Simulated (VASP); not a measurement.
Wanted: the native input for a VASP 6.6.1 run.

- Task: relaxation of cell and atoms
- Functional: PBE
- Potentials or basis: VASP PAW PBE potentials, release 64 (Cd, F)
- Cutoff: 600 eV
- k mesh: 8 × 8 × 8
- Occupations: gaussian, width 0.02 eV
- Spin: no spin polarisation
- Dipole correction: no
- Further INCAR settings: ALGO = Normal; EDIFF = 1e-07; IBRION = 2; EDIFFG = -0.005; NSW = 100; ISIF = 3

The structure of CdF2 lies in POSCAR:

```
CdF2
1.0
    0.0000000000      2.6940000000      2.6940000000
    2.6940000000      0.0000000000      2.6940000000
    2.6940000000      2.6940000000      0.0000000000
Cd F
1 2
Direct
    0.0000000000      0.0000000000      0.0000000000
    0.2500000000      0.2500000000      0.2500000000
    0.7500000000      0.7500000000      0.7500000000
```

These files were run (other wordings do the same):

INCAR

```
SYSTEM = CdF2
PREC = Accurate
ENCUT = 600
EDIFF = 1E-7
ISMEAR = 0
SIGMA = 0.02
LREAL = .FALSE.
LASPH = .TRUE.
NELM = 100
ALGO = Normal
ISIF = 3
LWAVE = .FALSE.
LCHARG = .FALSE.
GGA = PE
IBRION = 2
NSW = 100
EDIFFG = -0.005
```

KPOINTS

```
regular mesh
0
G
  8 8 8
  0 0 0
```

Potentials or basis: VASP PAW PBE potentials, release 64 (Cd, F).

Command:

```bash
$ cat potpaw_PBE.64/Cd/POTCAR potpaw_PBE.64/F/POTCAR > POTCAR
$ mpirun -np 1 vasp_std > vasp.out
```

It gave:

- Relaxed volume: 13.79 Å³/atom
- Relaxed cell: a = 3.882 Å, b = 3.882 Å, c = 3.882 Å, α = 60.00°, β = 60.00°, γ = 60.00°
- Space group after relaxing (to 0.1 Å): Fm-3m (No. 225)
- Energy gained by relaxing: 13.4 meV/atom
- Ionic steps: 3
- Pressure after relaxing: 0.0 GPa
- Band gap on the k mesh: 2.87 eV (least direct gap 3.43 eV)

Wall time 68 s on 1 thread of Intel(R) Xeon(R) Platinum 8488C (Sapphire Rapids) (shared host), peak memory 0.18 GiB.
